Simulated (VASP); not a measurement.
# Sn8Ru4C (a cell with a defect) in VASP: single point with PBEsol

Aim: the single point of Sn8Ru4C (a cell with a defect) with PBEsol.

Everything below comes from runs of VASP 6.6.1. Logs are shortened: lines on timing, memory, paths and dates and some standing lists are left out, and cuts for length are marked.

**1. The cell of the first run**

The cell holds a defect, 13 atoms: a = 6.389 Å, b = 6.389 Å, c = 5.693 Å, α = 90.00°, β = 90.00°, γ = 90.00°.

**2. Single point, PBEsol**

INCAR

```
PREC = Accurate ; ENCUT = 520
EDIFF = 1E-6 ; ISMEAR = 0
SIGMA = 0.05 ; LREAL = False
LASPH = True ; NELM = 60
ALGO = Normal ; ISIF = 2
LWAVE = False ; LCHARG = True
GGA = PS ; LELF = True
LVHAR = True ; NBANDS = 98
```

KPOINTS

```
regular mesh
0
Gamma
  3 3 4
```

POSCAR

```
Sn8Ru4C
1.0
    6.3890000000      0.0000000000      0.0000000000
    0.0000000000      6.3890000000      0.0000000000
    0.0000000000      0.0000000000      5.6930000000
Sn Ru C
8 4 1
Direct
    0.1275617468      0.6410682423     -0.0794816441
    0.3311183284      0.1597267178      0.0107746355
    0.3577827516      0.8611884489      0.5478160899
    0.1557425262      0.3238311160      0.5068405059
    0.6688765065      0.1738873063      0.4992603197
    0.8213460635      0.6632139615      0.5031055682
    0.8229826264      0.3233765848      0.0124821711
    0.6547207701      0.8335708249      0.0099915686
    0.0328359681     -0.0436047895      0.2569364131
   -0.0220410080      0.0032890906      0.7560546285
    0.4938099859      0.4870242604      0.7606854031
    0.4716594146      0.5181031460      0.2619030388
    0.1937819690      0.6588214118      0.2878666784
```

Potentials or basis: VASP PAW PBE potentials, release 64 (Sn_d, Ru_pv, C).

Command:

```console
> cat potpaw_PBE.64/Sn_d/POTCAR potpaw_PBE.64/Ru_pv/POTCAR potpaw_PBE.64/C/POTCAR > POTCAR
> mpirun -np 1 vasp_std > vasp.out
```

OUTCAR:

```text
PREC = Accurate
   ENCUT = 520
   EDIFF = 1E-6
   ISMEAR = 0
   LREAL = False
   LASPH = True
   NELM = 60
   ISIF = 2
   GGA = PS

 ion  position               nearest neighbor table
   1  0.128  0.641  0.921-  13 2.14  10 2.67  11 2.70   9 2.84   7 2.86   3 2.94  12 3.04   6 3.08
                             4 3.11   8 3.30   2 3.38   2 3.60   8 3.62
   2  0.331  0.160  0.011-   9 2.70  11 2.74  12 2.84  10 2.86   8 2.94   4 3.21   4 3.25   3 3.26
                             7 3.31   1 3.38   7 3.41   5 3.52   1 3.60   3 3.61   5 3.63
   3  0.358  0.861  0.548-  13 2.23   9 2.72  11 2.82  12 2.83   5 2.83  10 2.85   1 2.94   6 3.23
                             4 3.23   8 3.25   2 3.26   8 3.61   2 3.61   6 3.66   4 3.68
   4  0.156  0.324  0.507-  13 2.49  10 2.74  12 2.75  11 2.80   9 2.86   6 3.04   1 3.11   2 3.21
                             3 3.23   2 3.25   5 3.26   5 3.42   7 3.53   7 3.58   3 3.68
   5  0.669  0.174  0.499-  10 2.69  11 2.73   3 2.83  12 2.87   9 3.04   7 3.09   7 3.23   4 3.26
                             6 3.27   6 3.41   4 3.42   2 3.52   8 3.53   2 3.63   8 3.63
   6  0.821  0.663  0.503-  13 2.68   9 2.70  12 2.78  10 2.79  11 2.79   4 3.04   1 3.08   8 3.19
                             3 3.23   8 3.26   5 3.27   5 3.41   7 3.54   7 3.62   3 3.66
   7  0.823  0.323  0.012-  10 2.70  11 2.75   1 2.86  12 2.93   9 3.04   5 3.09   5 3.23   8 3.31
                             2 3.31   2 3.41   8 3.43   4 3.53   6 3.54   4 3.58   6 3.62
   8  0.655  0.834  0.010-  12 2.74  10 2.74  11 2.82   9 2.90   2 2.94   6 3.19   3 3.25   6 3.26
                             1 3.30   7 3.31   7 3.43   5 3.53   3 3.61   1 3.62   5 3.63
   9  0.033  0.956  0.257-  13 2.17   2 2.70   6 2.70   3 2.72   1 2.84   4 2.86  10 2.88  10 2.89
                             8 2.90   7 3.04   5 3.04
  10  0.978  0.003  0.756-   1 2.67   5 2.69   7 2.70   4 2.74   8 2.74   6 2.79   3 2.85   2 2.86
                             9 2.88   9 2.89
  11  0.494  0.487  0.761-   1 2.70   5 2.73   2 2.74   7 2.75   6 2.79   4 2.80   3 2.82   8 2.82
                            12 2.85  12 2.86
  12  0.472  0.518  0.262-  13 2.00   8 2.74   4 2.75   6 2.78   3 2.83   2 2.84  11 2.85  11 2.86
                             5 2.87   7 2.93   1 3.04
  13  0.194  0.659  0.288-  12 2.00   1 2.14   9 2.17   3 2.23   4 2.49   6 2.68

  LATTYP: Found a simple tetragonal cell.
 ALAT       =     6.3890000000
 C/A-ratio  =     0.8910627641

  Lattice vectors:

 A1 = (   6.3890000000,   0.0000000000,   0.0000000000)
 A2 = (   0.0000000000,   6.3890000000,   0.0000000000)
 A3 = (   0.0000000000,   0.0000000000,   5.6930000000)

Analysis of symmetry for initial positions (statically):
=====================================================================
 Subroutine PRICEL returns:
 Original cell was already a primitive cell.

 Routine SETGRP: Setting up the symmetry group for a
 simple tetragonal supercell.

 Subroutine GETGRP returns: Found  1 space group operations
 (whereof  1 operations were pure point group operations)
 out of a pool of 16 trial point group operations.

The static configuration has the point symmetry C_1 .

Analysis of symmetry for dynamics (positions and initial velocities):
=====================================================================
 Subroutine PRICEL returns:
 Original cell was already a primitive cell.

 Routine SETGRP: Setting up the symmetry group for a
 simple tetragonal supercell.

 Subroutine GETGRP returns: Found  1 space group operations
 (whereof  1 operations were pure point group operations)
 out of a pool of 16 trial point group operations.

The dynamic configuration has the point symmetry C_1 .

 Subroutine INISYM returns: Found  1 space group operations
 (whereof  1 operations are pure point group operations),
 and found     1 'primitive' translations

----------------------------------------------------------------------------------------

                                     Primitive cell

  volume of cell :     232.3844

  direct lattice vectors                    reciprocal lattice vectors
     6.389000000  0.000000000  0.000000000     0.156519017  0.000000000  0.000000000
     0.000000000  6.389000000  0.000000000     0.000000000  0.156519017  0.000000000
     0.000000000  0.000000000  5.693000000     0.000000000  0.000000000  0.175654312

  length of vectors
     6.389000000  6.389000000  5.693000000     0.156519017  0.156519017  0.175654312

  position of ions in fractional coordinates (direct lattice)
[... 44 lines left out ...]

  Length of vectors
     0.052173006  0.052173006  0.043913578

  Shift w.r.t. Gamma in fractional coordinates (k-lattice)
     0.000000000  0.000000000  0.000000000

 Subroutine IBZKPT returns following result:
 ===========================================

 Found     19 irreducible k-points:

 Following reciprocal coordinates:
            Coordinates               Weight
  0.000000  0.000000  0.000000      1.000000
  0.333333  0.000000  0.000000      2.000000
  0.000000  0.333333  0.000000      2.000000
  0.333333  0.333333  0.000000      2.000000
 -0.333333  0.333333  0.000000      2.000000
  0.000000  0.000000  0.250000      2.000000
[... 11 lines left out ...]
  0.333333  0.333333  0.500000      2.000000
 -0.333333  0.333333  0.500000      2.000000
   k-points           NKPTS =     19   k-points in BZ     NKDIM =     19   number of bands    NBANDS=     98
   number of dos      NEDOS =    301   number of ions     NIONS =     13
   total plane-waves  NPLWV =  96768
   dimension x,y,z NGX =    48 NGY =   48 NGZ =   42
   dimension x,y,z NGXF=    96 NGYF=   96 NGZF=   84
   ions per type =               8   4   1
   NGX,Y,Z   is equivalent  to a cutoff of  12.49, 12.49, 12.26 a.u.
   NGXF,Y,Z  is equivalent  to a cutoff of  24.98, 24.98, 24.53 a.u.
 SYSTEM =  unknown system
   PREC   = accura    normal or accurate (medium, high low for compatibility)
   ISTART =      0    job   : 0-new  1-cont  2-samecut
   ICHARG =      2    charge: 1-file 2-atom 10-const
   ISPIN  =      1    spin polarized calculation?
   LNONCOLLINEAR =      F non collinear calculations
   LSORBIT =      F    spin-orbit coupling
   LASPH  =      T    aspherical Exc in radial PAW
   ENCUT  =  520.0 eV  38.22 Ry    6.18 a.u.  11.88 11.88 10.59*2*pi/ulx,y,z
   NELM   =     60;   NELMIN=  2; NELMDL= -5     # of ELM steps
   EDIFF  = 0.1E-05   stopping-criterion for ELM
   LREAL  =      F    real-space projection
   EDIFFG = 0.1E-04   stopping-criterion for IOM
   NSW    =      0    number of steps for IOM
   IBRION =     -1    ionic relax: 0-MD 1-quasi-New 2-CG
   NFREE  =      0    steps in history (QN), initial steepest desc. (CG)
   ISIF   =      2    stress and relaxation
   ISYM   =      2    0-nonsym 1-usesym 2-fastsym
   POTIM  = 0.5000    time-step for ionic-motion
   TEBEG  =    0.0;   TEEND  =   0.0 temperature during run
   PSTRESS=    0.0 pullay stress
   NELECT =     172.0000    total number of electrons
   NUPDOWN=      -1.0000    fix difference up-down
   EMIN   =  10.00;   EMAX   =-10.00  energy-range for DOS
   EFERMI =   0.00;   METHOD = LEGACY
   ISMEAR =     0;   SIGMA  =   0.05  broadening in eV -4-tet -1-fermi 0-gaus
   EFERMI_NEDOS =   21; number of points for ismear=-14 and -15
   IALGO  =     38    algorithm
   IMIX   =      4    mixing-type and parameters
     AMIX     =   0.40;   BMIX     =  1.00
     AMIX_MAG =   1.60;   BMIX_MAG =  1.00
  volume/ion in A,a.u.               =      17.88       120.63
  Fermi-wavevector in a.u.,A,eV,Ry     =   1.480865  2.798428 29.837028  2.192960
  Thomas-Fermi vector in A             =   2.594846
   LORBIT       =      0    0 simple, 1 ext, 2 COOP (PROOUT), +10 PAW based schemes
   GGA     = PS    functional components
   LHFCALC =     F    Hartree Fock is set to
   AEXX    =    0.0000 exact exchange contribution
   IVDW    =     0    specifies the selected vdW correction
   LEPSILON=     F    determine dielectric tensor
   LRPA    =     F    only Hartree local field effects (RPA)
 non-spin polarized calculation
 Gauss-broadening in eV      SIGMA  =   0.05
  energy-cutoff  :      520.00
  volume of cell :      232.38
 maximum number of plane-waves:      6281
   NGX = 23   NGY = 23   NGZ = 21

 number of electron     172.0000023 magnetization

 Free energy of the ion-electron system (eV)
  ---------------------------------------------------
  ext. energy  EPLUGINS =         0.00000000
  ---------------------------------------------------
  free energy    TOTEN  =       -82.98288333 eV

  energy without entropy =      -82.97259000  energy(sigma->0) =      -82.97773667

 E-fermi :  11.1419     XC(G=0): -12.2915

 val. band max:       11.1395084712   @ k =  -0.3333  -0.3333   0.2500
 cond. band min:      11.1543151272   @ k =   0.3333  -0.3333   0.2500
 fundamental gap:      0.0148066560
 Fermi energy:        11.1418977949

 k-point     1 :       0.0000    0.0000    0.0000
  band No.  band energies     occupation
      1     -31.6560      2.00000
      2     -31.4210      2.00000
      3     -31.3610      2.00000
      4     -31.2930      2.00000
      5     -31.2519      2.00000
      6     -31.1191      2.00000
[... 1908 lines left out ...]
     97      14.2028      0.00000
     98      14.5299      0.00000

------------------------ aborting loop because EDIFF is reached ----------------------------------------

  FORCE on cell =-STRESS in cart. coord.  units (eV):
  Direction    XX          YY          ZZ          XY          YZ          ZX
  --------------------------------------------------------------------------------------
  -------------------------------------------------------------------------------------
  Total        4.2569101      2.7162601     10.9885754      3.5585324      0.4692689      0.6291335
  in kB       29.3493242     18.7272919     75.7608805     24.5343493      3.2353804      4.3375693
  external PRESSURE =      41.2791655 kB  Pullay stress =       0.0000000 kB

 VOLUME and BASIS-vectors are now :
 -----------------------------------------------------------------------------
  energy-cutoff  :      520.00
  volume of cell :      232.38
      direct lattice vectors                 reciprocal lattice vectors
     6.389000000  0.000000000  0.000000000     0.156519017  0.000000000  0.000000000
     0.000000000  6.389000000  0.000000000     0.000000000  0.156519017  0.000000000
     0.000000000  0.000000000  5.693000000     0.000000000  0.000000000  0.175654312

 POSITION                                       TOTAL-FORCE (eV/Angst)
 -----------------------------------------------------------------------------------
      0.81499      4.09579      5.24051        -0.022326     -0.171977     -0.151714
      2.11552      1.02049      0.06134         0.002058     -0.032192     -0.021855
      2.28587      5.50213      3.11872         0.182849      0.107946      0.220810
      0.99504      2.06896      2.88544        -0.000207      0.000853     -0.109243
      4.27345      1.11097      2.84229         0.060541      0.027822     -0.035838
      5.24758      4.23727      2.86418        -0.042668     -0.115165      0.016048
      5.25804      2.06605      0.07106        -0.025650     -0.029638      0.071522
      4.18301      5.32568      0.05688         0.028769     -0.023451      0.016403
      0.20979      6.11041      1.46274         0.199963     -0.403626      0.026216
      6.24818      0.02101      4.30422         0.051963      0.017239      0.017372
      3.15495      3.11160      4.33058         0.096003     -0.059843      0.001215
      3.01343      3.31016      1.49101        -0.348202      0.140806      0.005944
      1.23807      4.20921      1.63883        -0.183094      0.541226     -0.056878
 -----------------------------------------------------------------------------------
    total drift:                               -0.000172      0.000523      0.000099

  FREE ENERGIE OF THE ION-ELECTRON SYSTEM (eV)
  ---------------------------------------------------
  free  energy   TOTEN  =       -82.9828833327 eV

  energy  without entropy=      -82.9725900013  energy(sigma->0) =      -82.97773667
```

Run time: 16 min. Hardware: 1 thread of AMD EPYC 7R13, shared host; peak memory 0.45 GiB.

Results:

| Item | Value |
| --- | --- |
| Free energy | -82.9829 eV |
| Pressure | 4.1 GPa |
| Largest force | 0.574 eV/Å |
| Band gap on the k mesh | zero (band 86 reaches 11.55 eV, above the bottom of band 87 at 10.87 eV) |

Forces on the atoms (eV/Å):
```
Sn  -0.022 -0.172 -0.152
Sn   0.002 -0.032 -0.022
Sn   0.183  0.108  0.221
Sn   0.000  0.001 -0.109
Sn   0.061  0.028 -0.036
Sn  -0.043 -0.115  0.016
Sn  -0.026 -0.030  0.072
Sn   0.029 -0.023  0.016
Ru   0.200 -0.404  0.026
Ru   0.052  0.017  0.017
Ru   0.096 -0.060  0.001
Ru  -0.348  0.141  0.006
C   -0.183  0.541 -0.057
```

Stress tensor (GPa, compression positive):
```
2.93 2.45 0.43
2.45 1.87 0.32
0.43 0.32 7.58
```

Caveat: the PAW data sets were made with another functional, which shifts forces and pressure a little; spin-orbit coupling is left out, which moves the levels of the heavy elements.
